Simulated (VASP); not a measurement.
WS:

```xyz
2
Lattice="0.0000 2.6399 2.6399 2.6399 0.0000 2.6399 2.6399 2.6399 0.0000" Properties=species:S:1:pos:R:3 pbc="T T T"
W     0.0000    0.0000    0.0000
S     1.3199    1.3199    1.3199
```

Base run:

| Item | Value |
| --- | --- |
| Program | VASP 6.6.1 |
| Functional | r2SCAN |
| Potentials or basis | VASP PAW PBE potentials, release 64 (W_sv, S) |
| Cutoff | 520 eV |
| k mesh | 14 × 14 × 14 |
| Occupations | gaussian, width 0.1 eV |
| Spin | collinear spin |
| Starting moments | [2.5, 0.0] μB |

Its results: band gap on the k mesh zero (filled and empty bands overlap); pressure 2.6 GPa; net moment 0.00 μB per cell.

Q: The run is repeated on the same cell with these changes: functional from r2SCAN to PBEsol. What comes out?

A: Band gap on the k mesh zero (filled and empty bands overlap); pressure 0.4 GPa; net moment 0.00 μB per cell.

Caveats: the PAW data sets were made with another functional, which shifts forces and pressure a little; spin-orbit coupling is left out, which moves the levels of the heavy elements.
